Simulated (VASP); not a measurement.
# LiHg3S2 (P6/mmm) in VASP: single point with PBE

Aim: the single point of LiHg3S2 with PBE.

Everything below comes from runs of VASP 6.6.1. Logs are shortened: lines on timing, memory, paths and dates and some standing lists are left out, and cuts for length are marked.

## 1. The cell of the first run

It takes space group P6/mmm (No. 191, hexagonal). Conventional cell: a = 6.432 Å, b = 6.432 Å, c = 4.321 Å, α = 90.00°, β = 90.00°, γ = 120.00°. Within 4.9 Å of Li (site symmetry 6/mmm) lie 6 S at 3.71 Å and 12 Hg at 3.87 Å and 2 Li at 4.32 Å. Hg (site symmetry mmm) has 4 S at 2.85 Å and 4 Hg at 3.22 Å and 4 Li at 3.87 Å within 3.9 Å. S (site symmetry -6m2) has 6 Hg at 2.85 Å and 3 Li at 3.71 Å and 3 S at 3.71 Å within 3.8 Å.

The cell was built from a structure type or drawn by symmetry, and may not be a known phase.

## 2. Single point, PBE

File INCAR:

```
ALGO = Fast ; EDIFF = 1E-7
ENCUT = 520 ; GGA = PE
ISIF = 2 ; ISMEAR = 0
LASPH = T ; LCHARG = F
LREAL = F ; LWAVE = F
NBANDS = 34 ; NELM = 100
PREC = Accurate ; SIGMA = 0.1
```

File KPOINTS:

```
k-points
0
Gamma
  9 9 10
```

File POSCAR:

```
LiHg3S2
1.0
    6.4324397102      0.0000000000      0.0000000000
   -3.2162198551      5.5706561974      0.0000000000
    0.0000000000      0.0000000000      4.3209226418
Li Hg S
1 3 2
Direct
    0.0000000000      0.0000000000      0.0000000000
    0.5000000000      0.0000000000      0.5000000000
    0.0000000000      0.5000000000      0.5000000000
    0.5000000000      0.5000000000      0.5000000000
    0.6666666667      0.3333333333      0.0000000000
    0.3333333333      0.6666666667      0.0000000000
```

Potentials or basis: VASP PAW PBE potentials, release 64 (Li_sv, Hg, S).

The run is started by

```console
> cat potpaw_PBE.64/Li_sv/POTCAR potpaw_PBE.64/Hg/POTCAR potpaw_PBE.64/S/POTCAR > POTCAR
> mpirun -np 1 vasp_std > vasp.out
```

OUTCAR:

```text
EDIFF = 1E-7
   ENCUT = 520
   GGA = PE
   ISIF = 2
   ISMEAR = 0
   LASPH = T
   LREAL = F
   NELM = 100
   PREC = Accurate

 ion  position               nearest neighbor table
   1  0.000  0.000  0.000-
   2  0.500  0.000  0.500-   5 2.85   6 2.85   5 2.85   6 2.85   3 3.22   4 3.22   4 3.22   3 3.22

   3  0.000  0.500  0.500-   5 2.85   6 2.85   5 2.85   6 2.85   4 3.22   4 3.22   2 3.22   2 3.22

   4  0.500  0.500  0.500-   5 2.85   6 2.85   5 2.85   6 2.85   3 3.22   3 3.22   2 3.22   2 3.22

   5  0.667  0.333  0.000-   3 2.85   3 2.85   2 2.85   2 2.85   4 2.85   4 2.85
   6  0.333  0.667  0.000-   3 2.85   3 2.85   2 2.85   2 2.85   4 2.85   4 2.85

  LATTYP: Found a hexagonal cell.
 ALAT       =     6.4324397102
 C/A-ratio  =     0.6717393145

  Lattice vectors:

 A1 = (   6.4324397102,   0.0000000000,   0.0000000000)
 A2 = (  -3.2162198551,   5.5706561974,   0.0000000000)
 A3 = (   0.0000000000,   0.0000000000,   4.3209226418)

Analysis of symmetry for initial positions (statically):
=====================================================================
 Subroutine PRICEL returns:
 Original cell was already a primitive cell.

 Routine SETGRP: Setting up the symmetry group for a
 hexagonal supercell.

 Subroutine GETGRP returns: Found 24 space group operations
 (whereof 24 operations were pure point group operations)
 out of a pool of 24 trial point group operations.

The static configuration has the point symmetry D_6h.

Analysis of symmetry for dynamics (positions and initial velocities):
=====================================================================
 Subroutine PRICEL returns:
 Original cell was already a primitive cell.

 Routine SETGRP: Setting up the symmetry group for a
 hexagonal supercell.

 Subroutine GETGRP returns: Found 24 space group operations
 (whereof 24 operations were pure point group operations)
 out of a pool of 24 trial point group operations.

The dynamic configuration has the point symmetry D_6h.

 Subroutine INISYM returns: Found 24 space group operations
 (whereof 24 operations are pure point group operations),
 and found     1 'primitive' translations

----------------------------------------------------------------------------------------

                                     Primitive cell

  volume of cell :     154.8312

  direct lattice vectors                    reciprocal lattice vectors
     6.432439710  0.000000000  0.000000000     0.155462009  0.089756033  0.000000000
    -3.216219855  5.570656197  0.000000000     0.000000000  0.179512065  0.000000000
     0.000000000  0.000000000  4.320922642     0.000000000  0.000000000  0.231432053

  length of vectors
     6.432439710  6.432439710  4.320922642     0.179512065  0.179512065  0.231432053

  position of ions in fractional coordinates (direct lattice)
     0.000000000  0.000000000  0.000000000
     0.500000000  0.000000000  0.500000000
     1.000000000  0.500000000  0.500000000
     0.500000000  0.500000000  0.500000000
     0.666666667  0.333333333  0.000000000
     0.333333333  0.666666667  0.000000000

  ion indices of the primitive-cell ions
   primitive index   ion index
                 1           1
                 2           2
                 3           3
                 4           4
                 5           5
                 6           6

----------------------------------------------------------------------------------------

 KPOINTS: k-points

Automatic generation of k-mesh.
 Grid dimensions read from file:
 generate k-points for:    9    9   10

 Generating k-lattice:

  Cartesian coordinates                     Fractional coordinates (reciprocal lattice)
     0.017273557  0.009972893  0.000000000     0.111111111 -0.000000000  0.000000000
     0.000000000  0.019945785  0.000000000     0.000000000  0.111111111  0.000000000
     0.000000000  0.000000000  0.023143205     0.000000000  0.000000000  0.100000000

  Length of vectors
     0.019945785  0.019945785  0.023143205

  Shift w.r.t. Gamma in fractional coordinates (k-lattice)
     0.000000000  0.000000000  0.000000000

 Subroutine IBZKPT returns following result:
 ===========================================

 Found     72 irreducible k-points:

 Following reciprocal coordinates:
            Coordinates               Weight
  0.000000  0.000000  0.000000      1.000000
  0.111111  0.000000  0.000000      6.000000
  0.222222  0.000000  0.000000      6.000000
  0.333333  0.000000  0.000000      6.000000
  0.444444  0.000000  0.000000      6.000000
  0.111111  0.111111  0.000000      6.000000
[... 16 lines left out ...]
  0.333333  0.222222  0.100000     24.000000
  0.333333  0.333333  0.100000      4.000000
 [... further k-points ...]
   k-points           NKPTS =     72   k-points in BZ     NKDIM =     72   number of bands    NBANDS=     34
   number of dos      NEDOS =    301   number of ions     NIONS =      6
   total plane-waves  NPLWV =  73728
   dimension x,y,z NGX =    48 NGY =   48 NGZ =   32
   dimension x,y,z NGXF=    96 NGYF=   96 NGZF=   64
   ions per type =               1   3   2
   NGX,Y,Z   is equivalent  to a cutoff of  12.41, 12.41, 12.31 a.u.
   NGXF,Y,Z  is equivalent  to a cutoff of  24.81, 24.81, 24.62 a.u.
 SYSTEM =  unknown system
   PREC   = accura    normal or accurate (medium, high low for compatibility)
   ISTART =      0    job   : 0-new  1-cont  2-samecut
   ICHARG =      2    charge: 1-file 2-atom 10-const
   ISPIN  =      1    spin polarized calculation?
   LNONCOLLINEAR =      F non collinear calculations
   LSORBIT =      F    spin-orbit coupling
   LASPH  =      T    aspherical Exc in radial PAW
   ENCUT  =  520.0 eV  38.22 Ry    6.18 a.u.  11.96 11.96  8.03*2*pi/ulx,y,z
   NELM   =    100;   NELMIN=  2; NELMDL= -5     # of ELM steps
   EDIFF  = 0.1E-06   stopping-criterion for ELM
   LREAL  =      F    real-space projection
   EDIFFG = 0.1E-05   stopping-criterion for IOM
   NSW    =      0    number of steps for IOM
   IBRION =     -1    ionic relax: 0-MD 1-quasi-New 2-CG
   NFREE  =      0    steps in history (QN), initial steepest desc. (CG)
   ISIF   =      2    stress and relaxation
   ISYM   =      2    0-nonsym 1-usesym 2-fastsym
   POTIM  = 0.5000    time-step for ionic-motion
   TEBEG  =    0.0;   TEEND  =   0.0 temperature during run
   PSTRESS=    0.0 pullay stress
   NELECT =      51.0000    total number of electrons
   NUPDOWN=      -1.0000    fix difference up-down
   EMIN   =  10.00;   EMAX   =-10.00  energy-range for DOS
   EFERMI =   0.00;   METHOD = LEGACY
   ISMEAR =     0;   SIGMA  =   0.10  broadening in eV -4-tet -1-fermi 0-gaus
   EFERMI_NEDOS =   21; number of points for ismear=-14 and -15
   IALGO  =     68    algorithm
   IMIX   =      4    mixing-type and parameters
     AMIX     =   0.40;   BMIX     =  1.00
     AMIX_MAG =   1.60;   BMIX_MAG =  1.00
  volume/ion in A,a.u.               =      25.81       174.14
  Fermi-wavevector in a.u.,A,eV,Ry     =   1.130608  2.136539 17.391978  1.278274
  Thomas-Fermi vector in A             =   2.267305
   LORBIT       =      0    0 simple, 1 ext, 2 COOP (PROOUT), +10 PAW based schemes
   GGA     = PE    functional components
   LHFCALC =     F    Hartree Fock is set to
   AEXX    =    0.0000 exact exchange contribution
   IVDW    =     0    specifies the selected vdW correction
   LEPSILON=     F    determine dielectric tensor
   LRPA    =     F    only Hartree local field effects (RPA)
 non-spin polarized calculation
 RMM-DIIS sequential band-by-band and
 Gauss-broadening in eV      SIGMA  =   0.10
  energy-cutoff  :      520.00
  volume of cell :      154.83
 maximum number of plane-waves:      4198
 NGX is ok and might be reduce to    48
   NGX = 23   NGY = 23   NGZ = 17

 number of electron      51.0000010 magnetization

 Free energy of the ion-electron system (eV)
  ---------------------------------------------------
  ext. energy  EPLUGINS =         0.00000000
  ---------------------------------------------------
  free energy    TOTEN  =        -9.65460539 eV

  energy without entropy =       -9.64085236  energy(sigma->0) =       -9.64772887

 E-fermi :   2.4232     XC(G=0):  -8.9400

 val. band max:        2.4203046066   @ k =   0.2222   0.2222   0.2000
 cond. band min:       2.4335099382   @ k =   0.3333   0.2222   0.4000
 fundamental gap:      0.0132053315
 Fermi energy:         2.4231798206

 k-point     1 :       0.0000    0.0000    0.0000
  band No.  band energies     occupation
      1     -46.7384      2.00000
      2     -10.9175      2.00000
      3      -9.9596      2.00000
      4      -5.4620      2.00000
      5      -5.2375      2.00000
      6      -5.0423      2.00000
[... 26 lines left out ...]
     33       7.4922      0.00000
     34       7.4922      0.00000

 k-point     2 :       0.1111    0.0000    0.0000
  band No.  band energies     occupation
      1     -46.7384      2.00000
      2     -10.8955      2.00000
      3      -9.9902      2.00000
      4      -5.4371      2.00000
      5      -5.2060      2.00000
      6      -5.0244      2.00000
[... 26 lines left out ...]
     33       7.4791      0.00000
     34       7.5990      0.00000

 k-point     3 :       0.2222    0.0000    0.0000
  band No.  band energies     occupation
      1     -46.7384      2.00000
      2     -10.8324      2.00000
      3     -10.0748      2.00000
      4      -5.3650      2.00000
      5      -5.1269      2.00000
      6      -4.9701      2.00000
[... 26 lines left out ...]
     33       7.4469      0.00000
     34       7.9434      0.00000

 k-point     4 :       0.3333    0.0000    0.0000
  band No.  band energies     occupation
      1     -46.7384      2.00000
      2     -10.7393      2.00000
      3     -10.1918      2.00000
      4      -5.2571      2.00000
      5      -5.0525      2.00000
      6      -4.8655      2.00000
[... 26 lines left out ...]
     33       7.4119      0.00000
     34       8.4380      0.00000

 k-point     5 :       0.4444    0.0000    0.0000
  band No.  band energies     occupation
      1     -46.7384      2.00000
      2     -10.6487      2.00000
      3     -10.2977      2.00000
      4      -5.1520      2.00000
      5      -5.0191      2.00000
      6      -4.7347      2.00000
[... 621 lines left out ...]
 k-point    22 :       0.2222    0.2222    0.1000
  band No.  band energies     occupation
      1     -46.7384      2.00000
      2     -10.6500      2.00000
      3     -10.2547      2.00000
      4      -5.1722      2.00000
      5      -4.9927      2.00000
      6      -4.8776      2.00000
[... 26 lines left out ...]
     33       7.6663      0.00000
     34       8.2717      0.00000

 k-point    23 :       0.3333    0.2222    0.1000
  band No.  band energies     occupation
      1     -46.7384      2.00000
      2     -10.5570      2.00000
      3     -10.3567      2.00000
      4      -5.0788      2.00000
      5      -4.9517      2.00000
      6      -4.8122      2.00000
[... 26 lines left out ...]
     33       7.4769      0.00000
     34       8.1846      0.00000

 k-point    24 :       0.3333    0.3333    0.1000
  band No.  band energies     occupation
      1     -46.7384      2.00000
      2     -10.4584      2.00000
      3     -10.4584      2.00000
      4      -4.9796      2.00000
      5      -4.9796      2.00000
      6      -4.7982      2.00000
[... 26 lines left out ...]
     33       7.5276      0.00000
     34       8.2845      0.00000

 [... further k-points ...]
[... 5 lines left out ...]
  --------------------------------------------------------------------------------------
  -------------------------------------------------------------------------------------
  Total        0.1330244      0.1330244      0.2202114      0.0000000     -0.0000000      0.0000000
  in kB        1.3765221      1.3765221      2.2787241      0.0000000     -0.0000000      0.0000000
  external PRESSURE =       1.6772561 kB  Pullay stress =       0.0000000 kB

 VOLUME and BASIS-vectors are now :
 -----------------------------------------------------------------------------
  energy-cutoff  :      520.00
  volume of cell :      154.83
      direct lattice vectors                 reciprocal lattice vectors
     6.432439710  0.000000000  0.000000000     0.155462009  0.089756033  0.000000000
    -3.216219855  5.570656197  0.000000000     0.000000000  0.179512065  0.000000000
     0.000000000  0.000000000  4.320922642     0.000000000  0.000000000  0.231432053

 POSITION                                       TOTAL-FORCE (eV/Angst)
 -----------------------------------------------------------------------------------
      0.00000      0.00000      0.00000         0.000000      0.000000      0.000000
      3.21622      0.00000      2.16046        -0.000000      0.000000      0.000000
     -1.60811      2.78533      2.16046         0.000000      0.000000      0.000000
      1.60811      2.78533      2.16046         0.000000      0.000000      0.000000
      3.21622      1.85689      0.00000        -0.000000      0.000000     -0.000000
     -0.00000      3.71377      0.00000         0.000000     -0.000000      0.000000
 -----------------------------------------------------------------------------------
    total drift:                               -0.000000      0.000000     -0.000000

  FREE ENERGIE OF THE ION-ELECTRON SYSTEM (eV)
  ---------------------------------------------------
  free  energy   TOTEN  =        -9.6546053874 eV

  energy  without entropy=       -9.6408523620  energy(sigma->0) =       -9.64772887
```

Run time: 8.8 min. Hardware: 1 thread of Intel Xeon Platinum 8488C (Sapphire Rapids), shared host; peak memory 0.47 GiB.

What came out:

```yaml
Free_energy: -9.6546 eV
Band_gap_on_the_k_mesh: zero (an odd number of electrons rules out a gap without spin polarisation)
```

Levels at points of the mesh, in eV from the Fermi level:
```csv
k point,band 23,band 24,band 25,band 26,band 27,band 28,band 29,band 30
"(0.00, 0.00, 0.00)",-2.76,-2.76,-0.47,1.35,1.67,1.67,1.79,2.05
"(0.00, 0.00, 0.50)",-1.44,-1.44,-1.15,-1.15,1.08,1.08,1.27,1.28
```

Caveat: the cutoff is under 1.25 times the usual one of these potentials, so pressure, stress and relaxed cells hold a basis-set (Pulay) error; spin-orbit coupling is left out, which moves the levels of the heavy elements.
